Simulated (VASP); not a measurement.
## HfO2 (km): single point with PBEsol

The system is HfO2 (km).

```
Hf O
1.0
     0.00000    2.52226    2.52226
     2.52226    0.00000    2.52226
     2.52226    2.52226    0.00000
Hf O
1 2
Cartesian
  0.0000 0.0000 0.0000
  3.7834 3.7834 3.7834
  1.2611 1.2611 1.2611
```

| Item | Value |
| --- | --- |
| Program | VASP 6.6.1 |
| Task | single point |
| Functional | PBEsol |
| Potentials or basis | VASP PAW PBE potentials, release 64 (Hf_pv, O) |
| Cutoff | 600 eV |
| k mesh | 6 × 6 × 6 |
| Occupations | gaussian, width 0.02 eV |
| Spin | no spin polarisation |
| Dipole correction | no |
| Further INCAR settings | ALGO = Normal; EDIFF = 1e-06; NBANDS = 18 |

| Property | Result |
| --- | --- |
| Pressure | -4.0 GPa |
| Band gap on the k mesh | 3.71 eV, direct |

Levels at points of the mesh, in eV from the valence-band top:
| k point | band 7 | band 8 | band 9 | band 10 | band 11 | band 12 | band 13 | band 14 | band 15 | band 16 |
| --- | --- | --- | --- | --- | --- | --- | --- | --- | --- | --- |
| (0.00, 0.00, 0.00) | -5.50 | -5.50 | -0.62 | -0.62 | -0.62 | 3.82 | 3.82 | 5.77 | 10.61 | 10.61 |
| (0.50, 0.00, 0.00) | -4.44 | -3.11 | -2.81 | -1.87 | -1.87 | 4.58 | 4.58 | 7.10 | 8.89 | 9.53 |
| (0.50, 0.50, 0.00) | -3.54 | -3.54 | -1.57 | -1.57 | 0.00 | 3.71 | 5.51 | 6.73 | 8.27 | 8.27 |

Wall time 25 s on 1 thread of AMD EPYC 7R13, with other jobs on the host, peak memory 0.13 GiB.

Caveat: the PAW data sets were made with another functional, which shifts forces and pressure a little; spin-orbit coupling is left out, which moves the levels of the heavy elements. A k mesh can miss the band edges.
